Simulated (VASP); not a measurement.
# KMgF3 (P4/mmm) in VASP: settings compared, part 2 of 2

VASP 6.6.1.

### Step 3. Single point, r2SCAN (epitaxial xy strain +4.5%)

Contents of POSCAR:

```
KMgF3
1.0
    4.1577540817      0.0000000000      0.0000000000
    0.0000000000      4.1577540817      0.0000000000
    0.0000000000      0.0000000000      3.8914763217
K Mg F
1 1 3
Direct
    0.5000000000      0.5000000000      0.5000000000
    0.0000000000      0.0000000000      0.0000000000
    0.5000000000      0.0000000000      0.0000000000
    0.0000000000      0.5000000000      0.0000000000
    0.0000000000      0.0000000000      0.5000000000
```

Contents of INCAR.step1:

```
SYSTEM = KMgF3
PREC = Accurate ; ENCUT = 660
ISMEAR = 0 ; SIGMA = 0.01
LREAL = .FALSE. ; LASPH = .TRUE.
NELM = 120 ; NBANDS = 24
GGA = PE ; ALGO = Normal
EDIFF = 1E-5 ; LWAVE = .TRUE.
LCHARG = .FALSE. ; GGA_COMPAT = .FALSE.
```

Contents of INCAR.step2:

```
SYSTEM = KMgF3
PREC = Accurate ; ENCUT = 660
EDIFF = 1E-6 ; ISMEAR = 0
SIGMA = 0.01 ; LREAL = .FALSE.
LASPH = .TRUE. ; NELM = 120
ALGO = Normal ; ISIF = 2
LWAVE = .FALSE. ; LCHARG = .FALSE.
METAGGA = R2SCAN ; LMIXTAU = .TRUE.
NBANDS = 24 ; ISTART = 1
GGA_COMPAT = .FALSE.
```

Contents of KPOINTS:

```
Automatic mesh
0
G
  6 6 6
  0 0 0
```

Potentials or basis: VASP PAW PBE potentials, release 64 (K_sv, Mg, F).

The run is started by

```
$ cat potpaw_PBE.64/K_sv/POTCAR potpaw_PBE.64/Mg/POTCAR potpaw_PBE.64/F/POTCAR > POTCAR
$ cp INCAR.step1 INCAR
$ mpirun -np 1 vasp_std > vasp.out
$ cp INCAR.step2 INCAR
$ mpirun -np 1 vasp_std > vasp.out
```

OUTCAR:

```text
SYSTEM = KMgF3
   PREC = Accurate
   ENCUT = 660
   EDIFF = 1E-6
   ISMEAR = 0
   LREAL = .FALSE.
   LASPH = .TRUE.
   NELM = 120
   ISIF = 2
   METAGGA = R2SCAN
   ISTART = 1

 ion  position               nearest neighbor table
   1  0.500  0.500  0.500-   3 2.85   4 2.85   3 2.85   4 2.85   3 2.85   3 2.85   4 2.85   4 2.85
                             2 3.53   2 3.53   2 3.53   2 3.53   2 3.53   2 3.53   2 3.53   2 3.53
   2  0.000  0.000  0.000-   5 1.95   5 1.95   3 2.08   4 2.08   4 2.08   3 2.08   1 3.53   1 3.53
                             1 3.53   1 3.53   1 3.53   1 3.53   1 3.53   1 3.53
   3  0.500  0.000  0.000-   2 2.08   2 2.08   1 2.85   1 2.85   1 2.85   1 2.85
   4  0.000  0.500  0.000-   2 2.08   2 2.08   1 2.85   1 2.85   1 2.85   1 2.85
   5  0.000  0.000  0.500-   2 1.95   2 1.95

  LATTYP: Found a simple tetragonal cell.
 ALAT       =     4.1577540817
 C/A-ratio  =     0.9359563469

  Lattice vectors:

 A1 = (   4.1577540817,   0.0000000000,   0.0000000000)
 A2 = (   0.0000000000,   4.1577540817,   0.0000000000)
 A3 = (   0.0000000000,   0.0000000000,   3.8914763217)

Analysis of symmetry for initial positions (statically):
=====================================================================
 Subroutine PRICEL returns:
 Original cell was already a primitive cell.

 Routine SETGRP: Setting up the symmetry group for a
 simple tetragonal supercell.

 Subroutine GETGRP returns: Found 16 space group operations
 (whereof 16 operations were pure point group operations)
 out of a pool of 16 trial point group operations.

The static configuration has the point symmetry D_4h.

Analysis of symmetry for dynamics (positions and initial velocities):
=====================================================================
 Subroutine PRICEL returns:
 Original cell was already a primitive cell.

 Routine SETGRP: Setting up the symmetry group for a
 simple tetragonal supercell.

 Subroutine GETGRP returns: Found 16 space group operations
 (whereof 16 operations were pure point group operations)
 out of a pool of 16 trial point group operations.

The dynamic configuration has the point symmetry D_4h.

 Subroutine INISYM returns: Found 16 space group operations
 (whereof 16 operations are pure point group operations),
 and found     1 'primitive' translations

----------------------------------------------------------------------------------------

                                     Primitive cell

  volume of cell :      67.2716

  direct lattice vectors                    reciprocal lattice vectors
     4.157754082  0.000000000  0.000000000     0.240514465  0.000000000  0.000000000
     0.000000000  4.157754082  0.000000000     0.000000000  0.240514465  0.000000000
     0.000000000  0.000000000  3.891476322     0.000000000  0.000000000  0.256971884

  length of vectors
     4.157754082  4.157754082  3.891476322     0.240514465  0.240514465  0.256971884

  position of ions in fractional coordinates (direct lattice)
     0.500000000  0.500000000  0.500000000
     0.000000000  0.000000000  0.000000000
     0.500000000  0.000000000  0.000000000
     0.000000000  0.500000000  0.000000000
     0.000000000  0.000000000  0.500000000

  ion indices of the primitive-cell ions
   primitive index   ion index
[... 34 lines left out ...]
  0.000000  0.000000  0.000000      1.000000
  0.166667  0.000000  0.000000      4.000000
  0.333333  0.000000  0.000000      4.000000
  0.500000  0.000000  0.000000      2.000000
  0.166667  0.166667  0.000000      4.000000
  0.333333  0.166667  0.000000      8.000000
[... 16 lines left out ...]
  0.333333  0.000000  0.333333      8.000000
  0.500000  0.000000  0.333333      4.000000
 [... further k-points ...]
   k-points           NKPTS =     40   k-points in BZ     NKDIM =     40   number of bands    NBANDS=     24
   number of dos      NEDOS =    301   number of ions     NIONS =      5
   total plane-waves  NPLWV =  46656
   dimension x,y,z NGX =    36 NGY =   36 NGZ =   36
   dimension x,y,z NGXF=    72 NGYF=   72 NGZF=   72
   ions per type =               1   1   3
   NGX,Y,Z   is equivalent  to a cutoff of  14.39, 14.39, 15.38 a.u.
   NGXF,Y,Z  is equivalent  to a cutoff of  28.79, 28.79, 30.76 a.u.
 SYSTEM =  KMgF3
   PREC   = accura    normal or accurate (medium, high low for compatibility)
   ISTART =      1    job   : 0-new  1-cont  2-samecut
   ICHARG =      0    charge: 1-file 2-atom 10-const
   ISPIN  =      1    spin polarized calculation?
   LNONCOLLINEAR =      F non collinear calculations
   LSORBIT =      F    spin-orbit coupling
   LASPH  =      T    aspherical Exc in radial PAW
   ENCUT  =  660.0 eV  48.51 Ry    6.96 a.u.   8.71  8.71  8.15*2*pi/ulx,y,z
   NELM   =    120;   NELMIN=  2; NELMDL=  0     # of ELM steps
   EDIFF  = 0.1E-05   stopping-criterion for ELM
   LREAL  =      F    real-space projection
   EDIFFG = 0.1E-04   stopping-criterion for IOM
   NSW    =      0    number of steps for IOM
   IBRION =     -1    ionic relax: 0-MD 1-quasi-New 2-CG
   NFREE  =      0    steps in history (QN), initial steepest desc. (CG)
   ISIF   =      2    stress and relaxation
   ISYM   =      2    0-nonsym 1-usesym 2-fastsym
   POTIM  = 0.5000    time-step for ionic-motion
   TEBEG  =    0.0;   TEEND  =   0.0 temperature during run
   PSTRESS=    0.0 pullay stress
   NELECT =      32.0000    total number of electrons
   NUPDOWN=      -1.0000    fix difference up-down
   EMIN   =  10.00;   EMAX   =-10.00  energy-range for DOS
   EFERMI =   0.00;   METHOD = LEGACY
   ISMEAR =     0;   SIGMA  =   0.01  broadening in eV -4-tet -1-fermi 0-gaus
   EFERMI_NEDOS =   21; number of points for ismear=-14 and -15
   IALGO  =     38    algorithm
   IMIX   =      4    mixing-type and parameters
     AMIX     =   0.40;   BMIX     =  1.00
     AMIX_MAG =   1.60;   BMIX_MAG =  1.00
  volume/ion in A,a.u.               =      13.45        90.79
  Fermi-wavevector in a.u.,A,eV,Ry     =   1.277951  2.414977 22.220470  1.633158
  Thomas-Fermi vector in A             =   2.410521
   LORBIT       =      0    0 simple, 1 ext, 2 COOP (PROOUT), +10 PAW based schemes
   METAGGA = R2SCAN    functional components
   LHFCALC =     F    Hartree Fock is set to
   AEXX    =    0.0000 exact exchange contribution
   IVDW    =     0    specifies the selected vdW correction
   LEPSILON=     F    determine dielectric tensor
   LRPA    =     F    only Hartree local field effects (RPA)
 non-spin polarized calculation
 Gauss-broadening in eV      SIGMA  =   0.01
  energy-cutoff  :      660.00
  volume of cell :       67.27
 maximum number of plane-waves:      2640
 NGX is ok and might be reduce to    36
   NGX = 17   NGY = 17   NGZ = 17

 number of electron      32.0000023 magnetization

 Free energy of the ion-electron system (eV)
  ---------------------------------------------------
  ext. energy  EPLUGINS =         0.00000000
  ---------------------------------------------------
  free energy    TOTEN  =       -37.31338730 eV

  energy without entropy =      -37.31338730  energy(sigma->0) =      -37.31338730

 E-fermi :  -2.4512     XC(G=0):  -9.8785

 val. band max:       -2.5008538293   @ k =   0.5000   0.5000   0.5000
 cond. band min:       5.2757214671   @ k =   0.0000   0.0000   0.0000
 fundamental gap:      7.7765752964
 Fermi energy:        -2.4512123923

 k-point     1 :       0.0000    0.0000    0.0000
  band No.  band energies     occupation
      1     -29.2361      2.00000
      2     -23.6940      2.00000
      3     -23.0645      2.00000
      4     -22.9380      2.00000
      5     -11.9712      2.00000
      6     -11.9712      2.00000
[... 637 lines left out ...]
     23      12.1655      0.00000
     24      13.3931      0.00000

 [... further k-points ...]

------------------------ aborting loop because EDIFF is reached ----------------------------------------

  FORCE on cell =-STRESS in cart. coord.  units (eV):
  Direction    XX          YY          ZZ          XY          YZ          ZX
  --------------------------------------------------------------------------------------
  -------------------------------------------------------------------------------------
  Total       -2.7763354     -2.7763354     -0.3169045      0.0000000      0.0000000      0.0000000
  in kB      -66.1226912    -66.1226912     -7.5475672      0.0000000      0.0000000      0.0000000
  external PRESSURE =     -46.5976499 kB  Pullay stress =       0.0000000 kB

 VOLUME and BASIS-vectors are now :
 -----------------------------------------------------------------------------
  energy-cutoff  :      660.00
  volume of cell :       67.27
      direct lattice vectors                 reciprocal lattice vectors
     4.157754082  0.000000000  0.000000000     0.240514465  0.000000000  0.000000000
     0.000000000  4.157754082  0.000000000     0.000000000  0.240514465  0.000000000
     0.000000000  0.000000000  3.891476322     0.000000000  0.000000000  0.256971884

 POSITION                                       TOTAL-FORCE (eV/Angst)
 -----------------------------------------------------------------------------------
      2.07888      2.07888      1.94574         0.000000      0.000000      0.000000
      0.00000      0.00000      0.00000         0.000000      0.000000      0.000000
      2.07888      0.00000      0.00000         0.000000      0.000000      0.000000
      0.00000      2.07888      0.00000         0.000000      0.000000      0.000000
      0.00000      0.00000      1.94574         0.000000      0.000000      0.000000
 -----------------------------------------------------------------------------------
    total drift:                                0.000000      0.000000     -0.000000

  FREE ENERGIE OF THE ION-ELECTRON SYSTEM (eV)
  ---------------------------------------------------
  free  energy   TOTEN  =       -37.3133873037 eV

  energy  without entropy=      -37.3133873037  energy(sigma->0) =      -37.31338730
```

Run time: 3.7 min. Hardware: 1 thread of Intel Xeon Platinum 8488C (Sapphire Rapids), shared host; peak memory 0.28 GiB.

What came out:

- Free energy: -37.3134 eV
- Pressure: -4.7 GPa
- Band gap on the k mesh: 7.78 eV (least direct gap 8.08 eV)

Levels at points of the mesh, in eV from the valence-band top:
| k point | band 13 | band 14 | band 15 | band 16 | band 17 | band 18 | band 19 | band 20 |
| --- | --- | --- | --- | --- | --- | --- | --- | --- |
| (0.00, 0.00, 0.00) | -0.47 | -0.31 | -0.31 | -0.31 | 7.78 | 10.61 | 10.90 | 12.69 |
| (0.50, 0.00, 0.00) | -0.72 | -0.65 | -0.52 | -0.47 | 10.51 | 10.78 | 11.58 | 13.19 |
| (0.50, 0.50, 0.00) | -0.98 | -0.79 | -0.79 | -0.05 | 11.43 | 11.99 | 12.88 | 12.88 |
| (0.00, 0.00, 0.50) | -1.06 | -0.75 | -0.48 | -0.48 | 10.81 | 10.93 | 12.06 | 13.42 |
| (0.50, 0.00, 0.50) | -0.89 | -0.74 | -0.74 | -0.02 | 11.50 | 12.38 | 13.05 | 13.24 |
| (0.50, 0.50, 0.50) | -0.97 | -0.02 | 0.00 | 0.00 | 11.10 | 11.10 | 11.14 | 14.30 |

Caveat: the cell differs from its parent crystal (epitaxial xy strain +4.5%); the cell stands under tension; the PAW data sets were made with another functional, which shifts forces and pressure a little.

### Step 4. Single point, HSE06 (epitaxial xy strain +4.5%)

POSCAR is that of step 3.

Contents of INCAR.step1:

```
SYSTEM = KMgF3
ALGO = Normal
EDIFF = 1E-5
ENCUT = 520
GGA = PE
GGA_COMPAT = .False.
ISIF = 2
ISMEAR = 0
LASPH = .True.
LCHARG = .False.
LREAL = .False.
LWAVE = .True.
NBANDS = 24
NELM = 120
PREC = Accurate
SIGMA = 0.01
```

Contents of INCAR.step2:

```
SYSTEM = KMgF3
ALGO = Normal
EDIFF = 1E-6
ENCUT = 520
GGA = PE
GGA_COMPAT = .False.
HFSCREEN = 0.2079
ISIF = 2
ISMEAR = 0
ISTART = 1
LASPH = .True.
LCHARG = .False.
LHFCALC = .True.
LREAL = .False.
LWAVE = .False.
NBANDS = 24
NELM = 120
PREC = Accurate
PRECFOCK = Normal
SIGMA = 0.01
```

Contents of KPOINTS:

```
k-points
0
Gamma
  4 4 4
  0 0 0
```

Potentials or basis: VASP PAW PBE potentials, release 64 (K_sv, Mg, F).

The run is started by

```
$ cat potpaw_PBE.64/K_sv/POTCAR potpaw_PBE.64/Mg/POTCAR potpaw_PBE.64/F/POTCAR > POTCAR
$ cp INCAR.step1 INCAR
$ mpirun -np 1 vasp_std > vasp.out
$ cp INCAR.step2 INCAR
$ mpirun -np 1 vasp_std > vasp.out
```

OUTCAR:

```text
SYSTEM = KMgF3
   EDIFF = 1E-6
   ENCUT = 520
   GGA = PE
   HFSCREEN = 0.2079
   ISIF = 2
   ISMEAR = 0
   ISTART = 1
   LASPH = .True.
   LHFCALC = .True.
   LREAL = .False.
   NELM = 120
   PREC = Accurate
   PRECFOCK = Normal

 ion  position               nearest neighbor table
   1  0.500  0.500  0.500-   3 2.85   4 2.85   3 2.85   4 2.85   3 2.85   3 2.85   4 2.85   4 2.85
[... 696 lines left out ...]
  --------------------------------------------------------------------------------------
  -------------------------------------------------------------------------------------
  Total       -1.9568877     -1.9568877      0.4312254      0.0000000      0.0000000      0.0000000
  in kB      -46.6062850    -46.6062850     10.2702941      0.0000000      0.0000000      0.0000000
  external PRESSURE =     -27.6474253 kB  Pullay stress =       0.0000000 kB

 VOLUME and BASIS-vectors are now :
 -----------------------------------------------------------------------------
  energy-cutoff  :      520.00
  volume of cell :       67.27
      direct lattice vectors                 reciprocal lattice vectors
     4.157754082  0.000000000  0.000000000     0.240514465  0.000000000  0.000000000
     0.000000000  4.157754082  0.000000000     0.000000000  0.240514465  0.000000000
     0.000000000  0.000000000  3.891476322     0.000000000  0.000000000  0.256971884

 POSITION                                       TOTAL-FORCE (eV/Angst)
 -----------------------------------------------------------------------------------
      2.07888      2.07888      1.94574         0.000000      0.000000      0.000000
      0.00000      0.00000      0.00000         0.000000      0.000000      0.000000
      2.07888      0.00000      0.00000         0.000000      0.000000      0.000000
      0.00000      2.07888      0.00000         0.000000      0.000000      0.000000
      0.00000      0.00000      1.94574         0.000000      0.000000      0.000000
 -----------------------------------------------------------------------------------
    total drift:                                0.000001      0.000000      0.000000

  FREE ENERGIE OF THE ION-ELECTRON SYSTEM (eV)
  ---------------------------------------------------
  free  energy   TOTEN  =       -29.4666826158 eV

  energy  without entropy=      -29.4666826158  energy(sigma->0) =      -29.46668262
```

OUTCAR.step1:

```text
SYSTEM = KMgF3
   EDIFF = 1E-5
   ENCUT = 520
   GGA = PE
   ISIF = 2
[... 714 lines left out ...]
      0.00000      0.00000      0.00000         0.000000      0.000000      0.000000
      2.07888      0.00000      0.00000         0.000000      0.000000      0.000000
      0.00000      2.07888      0.00000         0.000000      0.000000      0.000000
      0.00000      0.00000      1.94574         0.000000      0.000000      0.000000
 -----------------------------------------------------------------------------------
    total drift:                                0.000000      0.000000     -0.000000

  FREE ENERGIE OF THE ION-ELECTRON SYSTEM (eV)
  ---------------------------------------------------
  free  energy   TOTEN  =       -24.3959935074 eV

  energy  without entropy=      -24.3959935074  energy(sigma->0) =      -24.39599351
```

Run time: 45 min. Hardware: 1 thread of Intel Xeon Platinum 8259CL at 2.50GHz (Skylake/Cascade Lake), shared host; peak memory 0.31 GiB.

What came out:

| Property | Result |
| --- | --- |
| Free energy | -29.4667 eV |
| Pressure | -2.8 GPa |
| Band gap on the k mesh | 9.05 eV (least direct gap 9.33 eV) |

Stress tensor (GPa, compression positive):
```
-4.66  0.00  0.00
 0.00 -4.66  0.00
 0.00  0.00  1.03
```

Caveat: the cell differs from its parent crystal (epitaxial xy strain +4.5%); the PAW data sets were made with another functional, which shifts forces and pressure a little.

### Step 5. The runs side by side

```tsv
level	k mesh	cutoff (eV)	smearing	grid for exact exchange (PRECFOCK)	share of exact exchange	screening parameter	gap on the mesh (eV)	pressure (GPa)
PBE	6 × 6 × 6	600	fermi-dirac 0.02 eV	-	-	-	6.85	-0.7
r2SCAN	6 × 6 × 6	660	gaussian 0.01 eV	-	-	-	7.78	-4.7
HSE06	4 × 4 × 4	520	gaussian 0.01 eV	Normal	0.25	0.2079 1/Å	9.05	-2.8
```

Alike in all rows: task single point; potentials or basis VASP PAW PBE potentials, release 64 (K_sv, Mg, F); no spin polarisation; cell as given.

Caveats: the PAW data sets were made with another functional, which shifts forces and pressure a little (at least some runs); the cell stands under tension (at least some runs).

Absolute energies hang on the potentials; compare differences alone.
